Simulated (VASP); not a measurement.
A run of VASP 6.6.1 is set up as follows.

File INCAR:

```
SYSTEM = Si2C3
ALGO = Normal
EDIFF = 1E-6
ENCUT = 520
GGA = PE
ISIF = 2
ISMEAR = 0
LASPH = .TRUE.
LCHARG = .FALSE.
LREAL = .FALSE.
LWAVE = .FALSE.
NBANDS = 31
NELM = 100
PREC = Accurate
SIGMA = 0.1
```

KPOINTS

```
k-points
0
G
  6 6 1
  0 0 0
```

The input POSCAR:

```
Si2C3
1.0
    2.7740089462      0.0000000000      0.0000000000
   -1.3870044731      2.4023622178      0.0000000000
    0.0000000000      0.0000000000     13.9776036377
Si C
4 6
Direct
    0.3333333333      0.6666666667      0.0000000000
    0.3333333333      0.6666666667      0.3490121471
    0.3333333333      0.6666666667      0.6509878529
    0.6666666667      0.3333333333      0.5000000000
    0.3333333333      0.6666666667      0.1409187365
    0.3333333333      0.6666666667      0.8590812635
    0.6666666667      0.3333333333      0.1772026471
    0.6666666667      0.3333333333      0.2881401432
    0.6666666667      0.3333333333      0.7118598568
    0.6666666667      0.3333333333      0.8227973529
```

Potentials or basis: VASP PAW PBE potentials, release 64 (Si, C).

Run with:

```sh
$ cat potpaw_PBE.64/Si/POTCAR potpaw_PBE.64/C/POTCAR > POTCAR
$ mpirun -np 1 vasp_std > vasp.out
```

Task: What does it give for the largest force?

Result: 0.061 eV/Å.

Task: Estimate the pressure.

Result: 0.0 GPa.

Task: Estimate the band gap on the k mesh.

Result: Zero (band 20 reaches 11.42 eV, above the bottom of band 21 at 7.93 eV).

Stress tensor (GPa, compression positive):
```
 0.09  0.00  0.00
 0.00  0.09  0.00
 0.00  0.00 -0.29
```

Caveat: the k points lie up to 0.45 Å⁻¹ apart.
